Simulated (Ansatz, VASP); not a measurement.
# Two plane-wave programs on HgTe

```
Hg Te
1.0
     0.00000    3.07712    3.07712
     3.07712    0.00000    3.07712
     3.07712    3.07712    0.00000
Hg Te
1 1
Direct
  0.00000 0.00000 0.00000
  0.50000 0.50000 0.50000
```

Alike in both runs: task single point; functional PBE; k mesh 6 × 6 × 6; occupations gaussian, width 0.1 eV; no spin polarisation.

|  | VASP | Ansatz |
| --- | --- | --- |
| version | VASP 6.6.1 | Ansatz 0.2.0 |
| potentials or method | VASP PAW PBE potentials, release 64 (Hg, Te), cutoff 500 eV | scalar-relativistic, plane waves, PAW |
| valence electrons in the cell | 18 | 36 |

```csv
,VASP,Ansatz,Ansatz less VASP
gap on the k mesh at the Fermi level (eV),none,none,-
pressure (GPa),-0.3,-0.4,-0.10
```

A gap of «none» marks a metal or a gap that the smearing closes. VASP's potentials hold 18 valence electrons a cell and Ansatz's 36, so a difference there can come from the potentials and not from the codes.

Spin-orbit coupling is off throughout.
